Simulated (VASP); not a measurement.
# ZnInC4N4 (P-43m) in VASP: a series of runs

Runs on ZnInC4N4. Level: PBE. Tasks: single point.

Everything below comes from runs of VASP 6.6.1. Logs are shortened: lines on timing, memory, paths and dates and some standing lists are left out, and cuts for length are marked.

## (1) The cell of the first run

The structure is cubic, space group P-43m (No. 215). Conventional cell: a = 6.116 Å, b = 6.116 Å, c = 6.116 Å, α = 90.00°, β = 90.00°, γ = 90.00°. Zn (site symmetry -43m) has 4 N at 1.96 Å within 2.6 Å. In (site symmetry -43m) has 4 C at 2.16 Å within 2.9 Å. Within 1.6 Å of C (site symmetry 3m) lie 1 N at 1.17 Å. Within 1.6 Å of N (site symmetry 3m) lie 1 C at 1.17 Å.

## (2) Single point, PBE

The input, INCAR:

```
ALGO     = Normal         # electronic algorithm
EDIFF    = 1E-6           # SCF threshold, eV
ENCUT    = 910            # plane-wave cutoff, eV
GGA      = PE             # functional
GGA_COMPAT= False        
ISIF     = 2              # what is computed and relaxed
ISMEAR   = 0              # smearing method
LASPH    = True           # aspherical terms in the spheres
LCHARG   = False          # write CHGCAR
LREAL    = False          # projectors in reciprocal space
LWAVE    = False          # write WAVECAR
NBANDS   = 42             # bands
NELM     = 120            # most SCF steps
PREC     = Accurate       # precision mode
SIGMA    = 0.1            # smearing width, eV
```

The input, KPOINTS:

```
k-points
0
Gamma
  4 4 4
```

The input, POSCAR:

```
ZnInC4N4
1.0
    6.1155938887      0.0000000000      0.0000000000
    0.0000000000      6.1155938887      0.0000000000
    0.0000000000      0.0000000000      6.1155938887
Zn In C N
1 1 4 4
Direct
    0.5000000000      0.5000000000      0.5000000000
    0.0000000000      0.0000000000      0.0000000000
    0.2043337101      0.2043337101      0.2043337101
    0.2043337101      0.7956662899      0.7956662899
    0.7956662899      0.2043337101      0.7956662899
    0.7956662899      0.7956662899      0.2043337101
    0.3149119734      0.3149119734      0.3149119734
    0.3149119734      0.6850880266      0.6850880266
    0.6850880266      0.3149119734      0.6850880266
    0.6850880266      0.6850880266      0.3149119734
```

Potentials or basis: VASP PAW PBE potentials, release 64 (Zn, In_d, C_h, N_h).

Started as:

```console
$ cat potpaw_PBE.64/Zn/POTCAR potpaw_PBE.64/In_d/POTCAR potpaw_PBE.64/C_h/POTCAR potpaw_PBE.64/N_h/POTCAR > POTCAR
$ mpirun -np 1 vasp_std > vasp.out
```

OUTCAR:

```text
EDIFF = 1E-6
   ENCUT = 910
   GGA = PE
   ISIF = 2
   ISMEAR = 0
   LASPH = True
   LREAL = False
   NELM = 120
   PREC = Accurate

 ion  position               nearest neighbor table
   1  0.500  0.500  0.500-   7 1.96   8 1.96   9 1.96  10 1.96
   2  0.000  0.000  0.000-   3 2.16   4 2.16   5 2.16   6 2.16
   3  0.204  0.204  0.204-   7 1.17   2 2.16
   4  0.204  0.796  0.796-   8 1.17   2 2.16
   5  0.796  0.204  0.796-   9 1.17   2 2.16
   6  0.796  0.796  0.204-  10 1.17   2 2.16
   7  0.315  0.315  0.315-   3 1.17   1 1.96
   8  0.315  0.685  0.685-   4 1.17   1 1.96
   9  0.685  0.315  0.685-   5 1.17   1 1.96
  10  0.685  0.685  0.315-   6 1.17   1 1.96

  LATTYP: Found a simple cubic cell.
 ALAT       =     6.1155938887

  Lattice vectors:

 A1 = (   6.1155938887,   0.0000000000,   0.0000000000)
 A2 = (   0.0000000000,   6.1155938887,   0.0000000000)
 A3 = (   0.0000000000,   0.0000000000,   6.1155938887)

Analysis of symmetry for initial positions (statically):
=====================================================================
 Subroutine PRICEL returns:
 Original cell was already a primitive cell.

 Routine SETGRP: Setting up the symmetry group for a
 simple cubic supercell.

 Subroutine GETGRP returns: Found 24 space group operations
 (whereof 24 operations were pure point group operations)
 out of a pool of 48 trial point group operations.

The static configuration has the point symmetry T_d .

Analysis of symmetry for dynamics (positions and initial velocities):
=====================================================================
 Subroutine PRICEL returns:
 Original cell was already a primitive cell.

 Routine SETGRP: Setting up the symmetry group for a
 simple cubic supercell.

 Subroutine GETGRP returns: Found 24 space group operations
 (whereof 24 operations were pure point group operations)
 out of a pool of 48 trial point group operations.

The dynamic configuration has the point symmetry T_d .

 Subroutine INISYM returns: Found 24 space group operations
 (whereof 24 operations are pure point group operations),
 and found     1 'primitive' translations

----------------------------------------------------------------------------------------

                                     Primitive cell

  volume of cell :     228.7262

  direct lattice vectors                    reciprocal lattice vectors
     6.115593889  0.000000000  0.000000000     0.163516417  0.000000000  0.000000000
     0.000000000  6.115593889  0.000000000     0.000000000  0.163516417  0.000000000
     0.000000000  0.000000000  6.115593889     0.000000000  0.000000000  0.163516417

  length of vectors
     6.115593889  6.115593889  6.115593889     0.163516417  0.163516417  0.163516417

  position of ions in fractional coordinates (direct lattice)
     0.500000000  0.500000000  0.500000000
     0.000000000  0.000000000  0.000000000
     0.204333710  0.204333710  0.204333710
     0.204333710  0.795666290  0.795666290
     0.795666290  0.204333710  0.795666290
     0.795666290  0.795666290  0.204333710
     0.314911973  0.314911973  0.314911973
     0.314911973  0.685088027  0.685088027
     0.685088027  0.314911973  0.685088027
     0.685088027  0.685088027  0.314911973

  ion indices of the primitive-cell ions
   primitive index   ion index
                 1           1
                 2           2
                 3           3
                 4           4
                 5           5
                 6           6
                 7           7
                 8           8
                 9           9
                10          10

----------------------------------------------------------------------------------------

 KPOINTS: k-points

Automatic generation of k-mesh.
 Grid dimensions read from file:
 generate k-points for:    4    4    4

 Generating k-lattice:

  Cartesian coordinates                     Fractional coordinates (reciprocal lattice)
     0.040879104  0.000000000  0.000000000     0.250000000  0.000000000  0.000000000
     0.000000000  0.040879104  0.000000000     0.000000000  0.250000000  0.000000000
     0.000000000  0.000000000  0.040879104     0.000000000  0.000000000  0.250000000

  Length of vectors
     0.040879104  0.040879104  0.040879104

  Shift w.r.t. Gamma in fractional coordinates (k-lattice)
     0.000000000  0.000000000  0.000000000

 Subroutine IBZKPT returns following result:
 ===========================================

 Found     10 irreducible k-points:

 Following reciprocal coordinates:
            Coordinates               Weight
  0.000000  0.000000  0.000000      1.000000
  0.250000  0.000000  0.000000      6.000000
  0.500000  0.000000  0.000000      3.000000
  0.250000  0.250000  0.000000     12.000000
  0.500000  0.250000  0.000000     12.000000
  0.500000  0.500000  0.000000      3.000000
  0.250000  0.250000  0.250000      8.000000
  0.500000  0.250000  0.250000     12.000000
  0.500000  0.500000  0.250000      6.000000
  0.500000  0.500000  0.500000      1.000000
   k-points           NKPTS =     10   k-points in BZ     NKDIM =     10   number of bands    NBANDS=     42
   number of dos      NEDOS =    301   number of ions     NIONS =     10
   total plane-waves  NPLWV = 216000
   dimension x,y,z NGX =    60 NGY =   60 NGZ =   60
   dimension x,y,z NGXF=   120 NGYF=  120 NGZF=  120
   ions per type =               1   1   4   4
   NGX,Y,Z   is equivalent  to a cutoff of  16.31, 16.31, 16.31 a.u.
   NGXF,Y,Z  is equivalent  to a cutoff of  32.62, 32.62, 32.62 a.u.
 SYSTEM =  unknown system
   PREC   = accura    normal or accurate (medium, high low for compatibility)
   ISTART =      0    job   : 0-new  1-cont  2-samecut
   ICHARG =      2    charge: 1-file 2-atom 10-const
   ISPIN  =      1    spin polarized calculation?
   LNONCOLLINEAR =      F non collinear calculations
   LSORBIT =      F    spin-orbit coupling
   LASPH  =      T    aspherical Exc in radial PAW
   ENCUT  =  910.0 eV  66.88 Ry    8.18 a.u.  15.04 15.04 15.04*2*pi/ulx,y,z
   NELM   =    120;   NELMIN=  2; NELMDL= -5     # of ELM steps
   EDIFF  = 0.1E-05   stopping-criterion for ELM
   LREAL  =      F    real-space projection
   EDIFFG = 0.1E-04   stopping-criterion for IOM
   NSW    =      0    number of steps for IOM
   IBRION =     -1    ionic relax: 0-MD 1-quasi-New 2-CG
   NFREE  =      0    steps in history (QN), initial steepest desc. (CG)
   ISIF   =      2    stress and relaxation
   ISYM   =      2    0-nonsym 1-usesym 2-fastsym
   POTIM  = 0.5000    time-step for ionic-motion
   TEBEG  =    0.0;   TEEND  =   0.0 temperature during run
   PSTRESS=    0.0 pullay stress
   NELECT =      61.0000    total number of electrons
   NUPDOWN=      -1.0000    fix difference up-down
   EMIN   =  10.00;   EMAX   =-10.00  energy-range for DOS
   EFERMI =   0.00;   METHOD = LEGACY
   ISMEAR =     0;   SIGMA  =   0.10  broadening in eV -4-tet -1-fermi 0-gaus
   EFERMI_NEDOS =   21; number of points for ismear=-14 and -15
   IALGO  =     38    algorithm
   IMIX   =      4    mixing-type and parameters
     AMIX     =   0.40;   BMIX     =  1.00
     AMIX_MAG =   1.60;   BMIX_MAG =  1.00
  volume/ion in A,a.u.               =      22.87       154.35
  Fermi-wavevector in a.u.,A,eV,Ry     =   1.053771  1.991338 15.108355  1.110433
  Thomas-Fermi vector in A             =   2.188905
   LORBIT       =      0    0 simple, 1 ext, 2 COOP (PROOUT), +10 PAW based schemes
   GGA     = PE    functional components
   LHFCALC =     F    Hartree Fock is set to
   AEXX    =    0.0000 exact exchange contribution
   IVDW    =     0    specifies the selected vdW correction
   LEPSILON=     F    determine dielectric tensor
   LRPA    =     F    only Hartree local field effects (RPA)
 non-spin polarized calculation
 Gauss-broadening in eV      SIGMA  =   0.10
  energy-cutoff  :      910.00
  volume of cell :      228.73
 maximum number of plane-waves:     14328
   NGX = 31   NGY = 31   NGZ = 31

 number of electron      60.9999998 magnetization

 Free energy of the ion-electron system (eV)
  ---------------------------------------------------
  ext. energy  EPLUGINS =         0.00000000
  ---------------------------------------------------
  free energy    TOTEN  =       -68.96187237 eV

  energy without entropy =      -68.90618495  energy(sigma->0) =      -68.93402866

 E-fermi :   2.3095     XC(G=0):  -6.9079

 val. band max:        2.2704137307   @ k =   0.2500   0.2500   0.0000
 cond. band min:       2.3198554506   @ k =   0.2500   0.0000   0.0000
 fundamental gap:      0.0494417199
 Fermi energy:         2.3095100275

 k-point     1 :       0.0000    0.0000    0.0000
  band No.  band energies     occupation
      1     -18.4225      2.00000
      2     -18.3062      2.00000
      3     -18.3062      2.00000
      4     -18.3062      2.00000
      5     -15.0715      2.00000
      6     -15.0715      2.00000
[... 34 lines left out ...]
     41       6.5845      0.00000
     42       7.8033      0.00000

 k-point     2 :       0.2500    0.0000    0.0000
  band No.  band energies     occupation
      1     -18.4136      2.00000
      2     -18.3150      2.00000
      3     -18.3062      2.00000
      4     -18.3062      2.00000
      5     -15.0726      2.00000
      6     -15.0715      2.00000
[... 34 lines left out ...]
     41       6.2180      0.00000
     42       6.8310      0.00000

 k-point     3 :       0.5000    0.0000    0.0000
  band No.  band energies     occupation
      1     -18.4027      2.00000
      2     -18.3258      2.00000
      3     -18.3061      2.00000
      4     -18.3061      2.00000
      5     -15.0736      2.00000
      6     -15.0714      2.00000
[... 34 lines left out ...]
     41       5.3353      0.00000
     42       6.4831      0.00000

 k-point     4 :       0.2500    0.2500    0.0000
  band No.  band energies     occupation
      1     -18.4062      2.00000
      2     -18.3155      2.00000
      3     -18.3117      2.00000
      4     -18.3071      2.00000
      5     -15.0729      2.00000
      6     -15.0716      2.00000
[... 34 lines left out ...]
     41       6.1544      0.00000
     42       6.7321      0.00000

 k-point     5 :       0.5000    0.2500    0.0000
  band No.  band energies     occupation
      1     -18.3975      2.00000
      2     -18.3228      2.00000
      3     -18.3113      2.00000
      4     -18.3087      2.00000
      5     -15.0734      2.00000
      6     -15.0715      2.00000
[... 34 lines left out ...]
     41       5.5255      0.00000
     42       6.4616      0.00000

 k-point     6 :       0.5000    0.5000    0.0000
  band No.  band energies     occupation
      1     -18.3915      2.00000
      2     -18.3172      2.00000
      3     -18.3172      2.00000
      4     -18.3140      2.00000
      5     -15.0731      2.00000
      6     -15.0716      2.00000
[... 34 lines left out ...]
     41       6.2569      0.00000
     42       6.2665      0.00000

 k-point     7 :       0.2500    0.2500    0.2500
  band No.  band energies     occupation
      1     -18.4005      2.00000
      2     -18.3165      2.00000
      3     -18.3117      2.00000
      4     -18.3117      2.00000
      5     -15.0729      2.00000
      6     -15.0715      2.00000
[... 34 lines left out ...]
     41       6.1958      0.00000
     42       6.6990      0.00000

 k-point     8 :       0.5000    0.2500    0.2500
  band No.  band energies     occupation
      1     -18.3938      2.00000
      2     -18.3209      2.00000
      3     -18.3137      2.00000
      4     -18.3116      2.00000
      5     -15.0728      2.00000
      6     -15.0715      2.00000
[... 34 lines left out ...]
     41       5.6967      0.00000
     42       6.5539      0.00000

 k-point     9 :       0.5000    0.5000    0.2500
  band No.  band energies     occupation
      1     -18.3896      2.00000
      2     -18.3172      2.00000
      3     -18.3172      2.00000
      4     -18.3155      2.00000
      5     -15.0722      2.00000
      6     -15.0714      2.00000
[... 34 lines left out ...]
     41       6.0948      0.00000
     42       6.0955      0.00000

 k-point    10 :       0.5000    0.5000    0.5000
  band No.  band energies     occupation
      1     -18.3877      2.00000
      2     -18.3171      2.00000
      3     -18.3171      2.00000
      4     -18.3171      2.00000
      5     -15.0713      2.00000
      6     -15.0713      2.00000
[... 34 lines left out ...]
     41       5.8504      0.00000
     42       5.8504      0.00000

------------------------ aborting loop because EDIFF is reached ----------------------------------------

  FORCE on cell =-STRESS in cart. coord.  units (eV):
  Direction    XX          YY          ZZ          XY          YZ          ZX
  --------------------------------------------------------------------------------------
  -------------------------------------------------------------------------------------
  Total        0.2915984      0.2915984      0.2915984     -0.0000000      0.0000000      0.0000000
  in kB        2.0425835      2.0425835      2.0425835     -0.0000000      0.0000000      0.0000000
  external PRESSURE =       2.0425835 kB  Pullay stress =       0.0000000 kB

 VOLUME and BASIS-vectors are now :
 -----------------------------------------------------------------------------
  energy-cutoff  :      910.00
  volume of cell :      228.73
      direct lattice vectors                 reciprocal lattice vectors
     6.115593889  0.000000000  0.000000000     0.163516417  0.000000000  0.000000000
     0.000000000  6.115593889  0.000000000     0.000000000  0.163516417  0.000000000
     0.000000000  0.000000000  6.115593889     0.000000000  0.000000000  0.163516417

 POSITION                                       TOTAL-FORCE (eV/Angst)
 -----------------------------------------------------------------------------------
      3.05780      3.05780      3.05780         0.000000      0.000000      0.000000
      0.00000      0.00000      0.00000         0.000000      0.000000      0.000000
      1.24962      1.24962      1.24962        -0.013679     -0.013679     -0.013679
      1.24962      4.86597      4.86597        -0.013679      0.013679      0.013679
      4.86597      1.24962      4.86597         0.013679     -0.013679      0.013679
      4.86597      4.86597      1.24962         0.013679      0.013679     -0.013679
      1.92587      1.92587      1.92587        -0.012226     -0.012226     -0.012226
      1.92587      4.18972      4.18972        -0.012226      0.012226      0.012226
      4.18972      1.92587      4.18972         0.012226     -0.012226      0.012226
      4.18972      4.18972      1.92587         0.012226      0.012226     -0.012226
 -----------------------------------------------------------------------------------
    total drift:                                0.000000      0.000000      0.000000

  FREE ENERGIE OF THE ION-ELECTRON SYSTEM (eV)
  ---------------------------------------------------
  free  energy   TOTEN  =       -68.9618723652 eV

  energy  without entropy=      -68.9061849454  energy(sigma->0) =      -68.93402866
```

It took 2.1 min on 1 thread of Intel Xeon 6975P-C (Granite Rapids), shared host; peak memory 0.61 GiB.

Results:

```
Free energy            : -68.9619 eV
Pressure               : 0.2 GPa
Largest force          : 0.024 eV/Å
Band gap on the k mesh : zero (an odd number of electrons rules out a gap without spin polarisation)
```

Forces on the atoms (eV/Å):
```
Zn   0.000  0.000  0.000
In   0.000  0.000  0.000
C   -0.014 -0.014 -0.014
C   -0.014  0.014  0.014
C    0.014 -0.014  0.014
C    0.014  0.014 -0.014
N   -0.012 -0.012 -0.012
N   -0.012  0.012  0.012
N    0.012 -0.012  0.012
N    0.012  0.012 -0.012
```

Levels at points of the mesh, in eV from the Fermi level:
```csv
k point,band 28,band 29,band 30,band 31,band 32,band 33
"(0.00, 0.00, 0.00)",-6.34,-6.34,-6.34,-0.04,-0.04,-0.04
"(0.50, 0.00, 0.00)",-6.39,-6.01,-6.01,0.07,0.07,0.16
"(0.50, 0.50, 0.00)",-6.43,-6.03,-6.03,0.20,0.33,0.33
"(0.50, 0.50, 0.50)",-6.50,-6.44,-6.44,0.28,0.28,0.28
```

Caveat: the cutoff is under 1.25 times the usual one of these potentials, so pressure, stress and relaxed cells hold a basis-set (Pulay) error; spin-orbit coupling is left out, which moves the levels of the heavy elements.

## (3) Single point, PBE

This run uses another cell than the first one, of 21.38 Å³/atom.

The input, INCAR:

```
ALGO = Normal
EDIFF = 1E-6
ENCUT = 910
GGA = PE
GGA_COMPAT = False
ISIF = 2
ISMEAR = 0
LASPH = True
LCHARG = False
LREAL = False
LWAVE = False
NBANDS = 42
NELM = 120
PREC = Accurate
SIGMA = 0.1
```

KPOINTS is that of step 2.

The input, POSCAR:

```
ZnInC4N4
1.0
    5.9796167400      0.0000000000      0.0000000000
    0.0000000000      5.9796167400      0.0000000000
    0.0000000000      0.0000000000      5.9796167400
Zn In C N
1 1 4 4
Direct
    0.5000000000      0.5000000000      0.5000000000
    0.0000000000      0.0000000000      0.0000000000
    0.1932026600      0.1932026600      0.1932026600
    0.1932026600      0.8067973400      0.8067973400
    0.8067973400      0.1932026600      0.8067973400
    0.8067973400      0.8067973400      0.1932026600
    0.3061697400      0.3061697400      0.3061697400
    0.3061697400      0.6938302600      0.6938302600
    0.6938302600      0.3061697400      0.6938302600
    0.6938302600      0.6938302600      0.3061697400
```

Potentials or basis: VASP PAW PBE potentials, release 64 (Zn, In_d, C_h, N_h).

Started as:

```console
$ cat potpaw_PBE.64/Zn/POTCAR potpaw_PBE.64/In_d/POTCAR potpaw_PBE.64/C_h/POTCAR potpaw_PBE.64/N_h/POTCAR > POTCAR
$ mpirun -np 1 vasp_std > vasp.out
```

Wall time 5.1 min (1 thread of AMD EPYC 7R43 (Zen 3), shared host); peak memory 0.57 GiB.

Results (log left out):

```yaml
Free_energy: -68.0898 eV
Pressure: 5.0 GPa
Largest_force: 2.563 eV/Å
Band_gap_on_the_k_mesh: zero (an odd number of electrons rules out a gap without spin polarisation)
```

Forces on the atoms (eV/Å):
```
Zn   0.000  0.000  0.000
In   0.000  0.000  0.000
C    1.480  1.480  1.480
C    1.480 -1.480 -1.480
C   -1.480  1.480 -1.480
C   -1.480 -1.480  1.480
N    0.383  0.383  0.383
N    0.383 -0.383 -0.383
N   -0.383  0.383 -0.383
N   -0.383 -0.383  0.383
```

Levels at points of the mesh, in eV from the Fermi level:
| k point | band 27 | band 28 | band 29 | band 30 | band 31 | band 32 | band 33 | band 34 |
| --- | --- | --- | --- | --- | --- | --- | --- | --- |
| (0.00, 0.00, 0.00) | -6.67 | -6.50 | -6.50 | -6.50 | -0.07 | -0.07 | -0.07 | 0.75 |
| (0.50, 0.00, 0.00) | -6.54 | -6.45 | -6.05 | -6.05 | 0.06 | 0.06 | 0.21 | 0.55 |
| (0.50, 0.50, 0.00) | -6.56 | -6.49 | -6.07 | -6.07 | 0.22 | 0.40 | 0.40 | 0.45 |
| (0.50, 0.50, 0.50) | -6.55 | -6.55 | -6.50 | -6.50 | 0.35 | 0.35 | 0.35 | 0.84 |

Caveat: the cutoff is under 1.25 times the usual one of these potentials, so pressure, stress and relaxed cells hold a basis-set (Pulay) error; the cell stands under pressure; spin-orbit coupling is left out, which moves the levels of the heavy elements; forces of over 1 eV/Å act on the atoms, so gaps and moduli don't describe the material at rest.
